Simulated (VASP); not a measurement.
# NiO: single point with PBEsol

NiO:

```
Ni O
1.0
     0.00000    2.11335    2.11335
     2.11335    0.00000    2.11335
     2.11335    2.11335    0.00000
Ni O
1 1
Direct
  0.00000 0.00000 0.00000
  0.50000 0.50000 0.50000
```

This cell differs from its parent crystal: volume scaled by 1.04.

| Quantity | Value |
| --- | --- |
| Program | VASP 6.6.1 |
| Task | single point |
| Functional | PBEsol |
| Potentials or basis | VASP PAW PBE potentials, release 64 (Ni, O) |
| Cutoff | 520 eV |
| k mesh | 11 × 11 × 11 |
| Occupations | fermi-dirac, width 0.05 eV |
| Spin | collinear spin, ferromagnetic start |
| Starting moments | [1.0, 0.0] μB |

```json
{
 "Pressure": "-13.2 GPa",
 "Net moment": "1.51 μB per cell",
 "Site moments": "Ni +1.25; O +0.22 μB",
 "Valence electrons inside the program's atomic spheres": "Ni 8.96; O 4.92"
}
```

Levels at points of the mesh, in eV from the Fermi level:
Spin up:
| k point | band 7 | band 8 | band 9 | band 10 | band 11 | band 12 |
| --- | --- | --- | --- | --- | --- | --- |
| (0.00, 0.00, 0.00) | -2.39 | -2.39 | -2.39 | 1.27 | 17.52 | 18.54 |
Spin down:
```csv
k point,band 5,band 6,band 7,band 8,band 9,band 10
"(0.00, 0.00, 0.00)",-1.61,-1.61,-1.61,-0.74,-0.74,1.57
```

It took 29 s on 1 thread of AMD EPYC 9R45 96-Core Processor (Zen 5), on a shared host, peak memory 0.14 GiB.

Caveat: the PAW data sets were made with another functional, which shifts forces and pressure a little; a cell with one magnetic atom can't hold antiferromagnetic order, which such compounds often take; semilocal functionals often make such compounds metallic where correlation or magnetic order opens a gap, which also shifts bond lengths.
